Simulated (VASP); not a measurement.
# ScBe3 (I4/mmm) in VASP: relaxation of cell and atoms with r2SCAN

Aim: the relaxation of cell and atoms of ScBe3 with r2SCAN.

Everything below comes from runs of VASP 6.6.1. Logs are shortened: lines on timing, memory, paths and dates and some standing lists are left out, and cuts for length are marked.

**1. The cell of the first run**

Symmetry: I4/mmm, No. 139, tetragonal system. The conventional cell has a = 3.356 Å, b = 3.356 Å, c = 7.498 Å, α = 90.00°, β = 90.00°, γ = 90.00°. Within 3.1 Å of Sc (site symmetry 4/mmm) lie 12 Be at 2.37 to 2.52 Å. Be (site symmetry 4/mmm) has 4 Sc at 2.37 Å and 8 Be at 2.52 Å within 3.1 Å. Within 3.1 Å of Be (site symmetry -4m2) lie 8 Be at 2.37 to 2.52 Å and 4 Sc at 2.52 Å.

**2. Relaxation of cell and atoms, r2SCAN**

Input file POSCAR:

```
ScBe3
1.0
   -1.6782493022      1.6782493022      3.7488166232
    1.6782493022     -1.6782493022      3.7488166232
    1.6782493022      1.6782493022     -3.7488166232
Sc Be
1 3
Direct
    0.0000000000      0.0000000000      0.0000000000
    0.5000000000      0.5000000000      0.0000000000
    0.2500000000      0.7500000000      0.5000000000
    0.7500000000      0.2500000000      0.5000000000
```

Input file INCAR.step1:

```
SYSTEM = ScBe3
PREC = Accurate ; ENCUT = 600
ISMEAR = 0 ; SIGMA = 0.1
LREAL = .False. ; LASPH = .True.
NELM = 80 ; GGA = PE
ALGO = Normal ; EDIFF = 1E-4
LWAVE = .True. ; LCHARG = .False.
```

Input file INCAR.step2:

```
SYSTEM = ScBe3
PREC = Accurate ; ENCUT = 600
EDIFF = 1E-6 ; ISMEAR = 0
SIGMA = 0.1 ; LREAL = .False.
LASPH = .True. ; NELM = 80
ALGO = Normal ; ISIF = 3
LWAVE = .False. ; LCHARG = .False.
METAGGA = R2SCAN ; LMIXTAU = .True.
IBRION = 2 ; NSW = 90
EDIFFG = -0.04 ; ISTART = 1
```

Input file KPOINTS:

```
Automatic mesh
0
Gamma
  8 8 8
  0 0 0
```

Potentials or basis: VASP PAW PBE potentials, release 64 (Sc_sv, Be).

Command:

```console
cat potpaw_PBE.64/Sc_sv/POTCAR potpaw_PBE.64/Be/POTCAR > POTCAR
cp INCAR.step1 INCAR
mpirun -np 1 vasp_std > vasp.out
cp INCAR.step2 INCAR
mpirun -np 1 vasp_std > vasp.out
```

OUTCAR:

```text
SYSTEM = ScBe3
   PREC = Accurate
   ENCUT = 600
   EDIFF = 1E-6
   ISMEAR = 0
   LREAL = .False.
   LASPH = .True.
   NELM = 80
   ISIF = 3
   METAGGA = R2SCAN
   IBRION = 2
   NSW = 90
   EDIFFG = -0.04
   ISTART = 1

 ion  position               nearest neighbor table
   1  0.000  0.000  0.000-   2 2.37   2 2.37   2 2.37   2 2.37   4 2.52   3 2.52   4 2.52   3 2.52
                             4 2.52   4 2.52   3 2.52   3 2.52
   2  0.500  0.500  0.000-   1 2.37   1 2.37   1 2.37   1 2.37
   3  0.250  0.750  0.500-   4 2.37   4 2.37   4 2.37   4 2.37   1 2.52   1 2.52   1 2.52   1 2.52

   4  0.750  0.250  0.500-   3 2.37   3 2.37   3 2.37   3 2.37   1 2.52   1 2.52   1 2.52   1 2.52

  LATTYP: Found a body centered tetragonal cell.
 ALAT       =     3.3564986044
 C/A-ratio  =     2.2337662338

  Lattice vectors:

 A1 = (  -1.6782493022,   1.6782493022,   3.7488166232)
 A2 = (   1.6782493022,  -1.6782493022,   3.7488166232)
 A3 = (   1.6782493022,   1.6782493022,  -3.7488166232)

Analysis of symmetry for initial positions (statically):
=====================================================================
 Subroutine PRICEL returns:
 Original cell was already a primitive cell.

 Routine SETGRP: Setting up the symmetry group for a
 body centered tetragonal supercell.

 Subroutine GETGRP returns: Found 16 space group operations
 (whereof 16 operations were pure point group operations)
 out of a pool of 16 trial point group operations.

The static configuration has the point symmetry D_4h.

Analysis of symmetry for dynamics (positions and initial velocities):
=====================================================================
 Subroutine PRICEL returns:
 Original cell was already a primitive cell.

 Routine SETGRP: Setting up the symmetry group for a
 body centered tetragonal supercell.

 Subroutine GETGRP returns: Found 16 space group operations
 (whereof 16 operations were pure point group operations)
 out of a pool of 16 trial point group operations.

The dynamic configuration has the point symmetry D_4h.

 Subroutine INISYM returns: Found 16 space group operations
 (whereof 16 operations are pure point group operations),
 and found     1 'primitive' translations

----------------------------------------------------------------------------------------

                                     Primitive cell

  volume of cell :      42.2345

  direct lattice vectors                    reciprocal lattice vectors
    -1.678249302  1.678249302  3.748816623     0.000000000  0.297929515  0.133375422
     1.678249302 -1.678249302  3.748816623     0.297929515  0.000000000  0.133375422
     1.678249302  1.678249302 -3.748816623     0.297929515  0.297929515  0.000000000

  length of vectors
     4.436966026  4.436966026  4.436966026     0.326421505  0.326421505  0.421335960

  position of ions in fractional coordinates (direct lattice)
     0.000000000  0.000000000  0.000000000
     0.500000000  0.500000000  0.000000000
     0.250000000  0.750000000  0.500000000
     0.750000000  0.250000000  0.500000000

  ion indices of the primitive-cell ions
   primitive index   ion index
                 1           1
                 2           2
                 3           3
                 4           4

----------------------------------------------------------------------------------------

 KPOINTS: Automatic mesh

Automatic generation of k-mesh.
 Grid dimensions read from file:
 generate k-points for:    8    8    8

 Generating k-lattice:

  Cartesian coordinates                     Fractional coordinates (reciprocal lattice)
     0.000000000  0.037241189  0.016671928     0.125000000 -0.000000000  0.000000000
     0.037241189  0.000000000  0.016671928    -0.000000000  0.125000000  0.000000000
     0.037241189  0.037241189  0.000000000     0.000000000  0.000000000  0.125000000

  Length of vectors
     0.040802688  0.040802688  0.052666995

  Shift w.r.t. Gamma in fractional coordinates (k-lattice)
     0.000000000  0.000000000  0.000000000

 Subroutine IBZKPT returns following result:
 ===========================================

 Found     59 irreducible k-points:

 Following reciprocal coordinates:
            Coordinates               Weight
  0.000000  0.000000  0.000000      1.000000
  0.125000  0.000000  0.000000      8.000000
  0.250000  0.000000  0.000000      8.000000
  0.375000 -0.000000  0.000000      8.000000
  0.500000  0.000000  0.000000      4.000000
  0.125000  0.125000  0.000000      8.000000
[... 16 lines left out ...]
  0.250000  0.125000  0.125000     16.000000
  0.375000  0.125000  0.125000      8.000000
 [... further k-points ...]
   k-points           NKPTS =     59   k-points in BZ     NKDIM =     59   number of bands    NBANDS=     12
   number of dos      NEDOS =    301   number of ions     NIONS =      4
   total plane-waves  NPLWV =  46656
   dimension x,y,z NGX =    36 NGY =   36 NGZ =   36
   dimension x,y,z NGXF=    72 NGYF=   72 NGZF=   72
   ions per type =               1   3
   NGX,Y,Z   is equivalent  to a cutoff of  13.49, 13.49, 13.49 a.u.
   NGXF,Y,Z  is equivalent  to a cutoff of  26.98, 26.98, 26.98 a.u.
 SYSTEM =  ScBe3
   PREC   = accura    normal or accurate (medium, high low for compatibility)
   ISTART =      1    job   : 0-new  1-cont  2-samecut
   ICHARG =      0    charge: 1-file 2-atom 10-const
   ISPIN  =      1    spin polarized calculation?
   LNONCOLLINEAR =      F non collinear calculations
   LSORBIT =      F    spin-orbit coupling
   LASPH  =      T    aspherical Exc in radial PAW
   ENCUT  =  600.0 eV  44.10 Ry    6.64 a.u.   8.86  8.86  8.86*2*pi/ulx,y,z
   NELM   =     80;   NELMIN=  2; NELMDL=  0     # of ELM steps
   EDIFF  = 0.1E-05   stopping-criterion for ELM
   LREAL  =      F    real-space projection
   EDIFFG = -.4E-01   stopping-criterion for IOM
   NSW    =     90    number of steps for IOM
   IBRION =      2    ionic relax: 0-MD 1-quasi-New 2-CG
   NFREE  =      1    steps in history (QN), initial steepest desc. (CG)
   ISIF   =      3    stress and relaxation
   ISYM   =      2    0-nonsym 1-usesym 2-fastsym
   POTIM  = 0.5000    time-step for ionic-motion
   TEBEG  =    0.0;   TEEND  =   0.0 temperature during run
   PSTRESS=    0.0 pullay stress
   NELECT =      17.0000    total number of electrons
   NUPDOWN=      -1.0000    fix difference up-down
   EMIN   =  10.00;   EMAX   =-10.00  energy-range for DOS
   EFERMI =   0.00;   METHOD = LEGACY
   ISMEAR =     0;   SIGMA  =   0.10  broadening in eV -4-tet -1-fermi 0-gaus
   EFERMI_NEDOS =   21; number of points for ismear=-14 and -15
   IALGO  =     38    algorithm
   IMIX   =      4    mixing-type and parameters
     AMIX     =   0.40;   BMIX     =  1.00
     AMIX_MAG =   1.60;   BMIX_MAG =  1.00
  volume/ion in A,a.u.               =      10.56        71.25
  Fermi-wavevector in a.u.,A,eV,Ry     =   1.208747  2.284201 19.879056  1.461069
  Thomas-Fermi vector in A             =   2.344345
   LORBIT       =      0    0 simple, 1 ext, 2 COOP (PROOUT), +10 PAW based schemes
   METAGGA = R2SCAN    functional components
   LHFCALC =     F    Hartree Fock is set to
   AEXX    =    0.0000 exact exchange contribution
   IVDW    =     0    specifies the selected vdW correction
   LEPSILON=     F    determine dielectric tensor
   LRPA    =     F    only Hartree local field effects (RPA)
 conjugate gradient relaxation of ions
 non-spin polarized calculation
 Gauss-broadening in eV      SIGMA  =   0.10
  energy-cutoff  :      600.00
  volume of cell :       42.23
 maximum number of plane-waves:      1430
   NGX = 17   NGY = 17   NGZ = 17

--------------------------------------- Ionic step        1  -------------------------------------------

 number of electron      16.9999999 magnetization

 Free energy of the ion-electron system (eV)
  ---------------------------------------------------
  ext. energy  EPLUGINS =         0.00000000
  ---------------------------------------------------
  free energy    TOTEN  =       -21.80392780 eV

  energy without entropy =      -21.78669452  energy(sigma->0) =      -21.79531116

------------------------ aborting loop because EDIFF is reached ----------------------------------------

  FORCE on cell =-STRESS in cart. coord.  units (eV):
  Direction    XX          YY          ZZ          XY          YZ          ZX
  --------------------------------------------------------------------------------------
  -------------------------------------------------------------------------------------
  Total       10.6301329     10.6301329     -0.9905868      0.0000000     -0.0000000      0.0000000
  in kB      403.2572076    403.2572076    -37.5782013      0.0000000     -0.0000000      0.0000000
  external PRESSURE =     256.3120713 kB  Pullay stress =       0.0000000 kB
[... 95 lines left out ...]
  FREE ENERGIE OF THE ION-ELECTRON SYSTEM (eV)
  ---------------------------------------------------
  free  energy   TOTEN  =       -23.1874165338 eV

  energy  without entropy=      -23.1748755202  energy(sigma->0) =      -23.18114603

[... ionic steps 4 to 9 ...]

--------------------------------------- Ionic step       10  -------------------------------------------

 number of electron      17.0000001 magnetization

------------------------ aborting loop because EDIFF is reached ----------------------------------------

  FORCE on cell =-STRESS in cart. coord.  units (eV):
  Direction    XX          YY          ZZ          XY          YZ          ZX
  --------------------------------------------------------------------------------------
  -------------------------------------------------------------------------------------
  Total       -1.3170688     -1.3170688     -0.8727621      0.0000000      0.0000000      0.0000000
  in kB      -43.4873726    -43.4873726    -28.8171225      0.0000000      0.0000000      0.0000000
  external PRESSURE =     -38.5972892 kB  Pullay stress =       0.0000000 kB
[... 61 lines left out ...]
  energy  without entropy=      -24.2805962496  energy(sigma->0) =      -24.28866962

--------------------------------------- Ionic step       12  -------------------------------------------

 number of electron      16.9999999 magnetization

 Free energy of the ion-electron system (eV)
  ---------------------------------------------------
  ext. energy  EPLUGINS =         0.00000000
  ---------------------------------------------------
  free energy    TOTEN  =       -24.29789263 eV

  energy without entropy =      -24.28189008  energy(sigma->0) =      -24.28989136

 E-fermi :   5.3946     XC(G=0): -11.1905

 val. band max:        5.3893285793   @ k =   0.1250   0.1250   0.0000
 cond. band min:       5.4001738912   @ k =  -0.1250  -0.3750   0.1250
 fundamental gap:      0.0108453119
 Fermi energy:         5.3945510769

 k-point     1 :       0.0000    0.0000    0.0000
  band No.  band energies     occupation
      1     -45.3568      2.00000
      2     -23.1069      2.00000
      3     -23.1068      2.00000
      4     -23.1055      2.00000
      5      -3.7079      2.00000
      6       3.8872      2.00000
      7       3.8953      2.00000
      8       3.8953      2.00000
      9       7.3208      0.00000
     10       7.3574      0.00000
     11       7.9168      0.00000
     12       7.9714      0.00000
[... 331 lines left out ...]
 k-point    24 :       0.3750    0.1250    0.1250
  band No.  band energies     occupation
      1     -45.3512      2.00000
      2     -23.1738      2.00000
      3     -23.1386      2.00000
      4     -23.1249      2.00000
      5      -0.2272      2.00000
      6      -0.1116      2.00000
      7       2.4301      2.00000
      8       3.3213      2.00000
      9       5.9790      0.00000
     10       6.7500      0.00000
     11       7.7424      0.00000
     12       8.8249      0.00000

 [... further k-points ...]

------------------------ aborting loop because EDIFF is reached ----------------------------------------

  FORCE on cell =-STRESS in cart. coord.  units (eV):
  Direction    XX          YY          ZZ          XY          YZ          ZX
  --------------------------------------------------------------------------------------
  -------------------------------------------------------------------------------------
  Total       -0.0040488     -0.0040488      0.1122547      0.0000000      0.0000000      0.0000000
  in kB       -0.1396911     -0.1396911      3.8730389      0.0000000      0.0000000      0.0000000
  external PRESSURE =       1.1978855 kB  Pullay stress =       0.0000000 kB
[... 19 lines left out ...]
  FREE ENERGIE OF THE ION-ELECTRON SYSTEM (eV)
  ---------------------------------------------------
  free  energy   TOTEN  =       -24.2978926285 eV

  energy  without entropy=      -24.2818900834  energy(sigma->0) =      -24.28989136

 reached required accuracy - stopping structural energy minimisation
```

Wall time 61 min (1 thread of AMD EPYC 9755, shared host); peak memory 0.21 GiB.

Results:

| Quantity | Value |
| --- | --- |
| Free energy | -24.2979 eV |
| Relaxed volume | 11.61 Å³/atom |
| Relaxed cell | a = 4.030 Å, b = 4.030 Å, c = 4.030 Å, α = 119.78°, β = 119.78°, γ = 90.38° |
| Space group after relaxing (to 0.1 Å) | Fm-3m (No. 225) |
| Energy gained by relaxing | 623.5 meV/atom |
| Ionic steps | 12 |
| Pressure after relaxing | 0.1 GPa |
| Band gap on the k mesh | zero (an odd number of electrons rules out a gap without spin polarisation) |

The path:
| step | energy change (eV) | largest force (eV/Å) | pressure (GPa) | volume (Å³) |
| --- | --- | --- | --- | --- |
| 1 | 0.0000 | 0.0000 | 25.63 | 42.23 |
| 2 | -1.3677 | 0.0000 | -5.70 | 53.12 |
| 3 | -1.3835 | 0.0000 | -8.53 | 55.02 |
| 4 | -2.0336 | 0.0000 | -8.38 | 52.61 |
| 5 | -2.3306 | 0.0000 | -7.12 | 50.82 |
| 6 | -2.3541 | 0.0000 | 0.77 | 46.54 |
| 7 | -2.4528 | 0.0000 | -4.86 | 49.11 |
| 8 | -2.4635 | 0.0000 | -4.15 | 48.70 |
| 9 | -2.4671 | 0.0000 | -3.54 | 48.36 |
| 10 | -2.4660 | 0.0000 | -3.86 | 48.52 |
| 11 | -2.4928 | 0.0000 | 0.93 | 46.04 |
| 12 | -2.4940 | 0.0000 | 0.12 | 46.44 |

Final structure:
```
Sc Be
1.0
    -2.02171    2.02171    2.84030
     2.02171   -2.02171    2.84030
     2.02171    2.02171   -2.84030
Sc Be
1 3
Direct
  0.00000 0.00000 0.00000
  0.50000 0.50000 0.00000
  0.25000 0.75000 0.50000
  0.75000 0.25000 0.50000
```

Caveat: the PAW data sets were made with another functional, which shifts forces and pressure a little.
